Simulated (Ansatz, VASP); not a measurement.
Au: VASP beside Ansatz

```xyz
6
Lattice="2.0419 -2.0419 0.0000 2.0419 0.0000 -2.0419 9.8998 9.8998 9.8998" Properties=species:S:1:pos:R:3 pbc="T T T"
Au    3.4031   -0.6808   -0.6808
Au    7.4870    7.4870    7.4870
Au    3.4031    1.3612    1.3612
Au    7.4870    3.4031    3.4031
Au    3.4031    3.4031    3.4031
Au    7.4870    5.4450    5.4450
```

Alike in both runs: task single point; functional PBEsol; k mesh 23 × 23 × 5; occupations gaussian, width 0.15 eV; no spin polarisation.

|  | VASP | Ansatz |
| --- | --- | --- |
| version | VASP 6.6.1 | Ansatz 0.2.0 |
| potentials or method | VASP PAW PBE potentials, release 64 (Au), cutoff 520 eV | scalar-relativistic, plane waves, PAW |
| valence electrons in the cell | 66 | 114 |

|  | VASP | Ansatz | Ansatz less VASP |
| --- | --- | --- | --- |
| gap on the k mesh at the Fermi level (eV) | none | none | - |
| pressure (GPa) | -2.9 | -2.7 | +0.22 |
| traceless stress, the component that is largest in VASP (GPa) | 1.34 | 1.34 | +0.003 |
| rms of the force components (eV/Å) | 0.048 | 0.049 | +0.0017 |

VASP's potentials were made for PBE, not for PBEsol. Atom by atom the forces differ by 0.003 eV/Å (rms over components). A gap of «none» marks a metal or a gap that the smearing closes. The functional is the same, so the differences come from potentials, cutoffs and numerics. VASP's potentials hold 66 valence electrons a cell and Ansatz's 114, so a difference there can come from the potentials and not from the codes.

Spin-orbit coupling is off throughout.
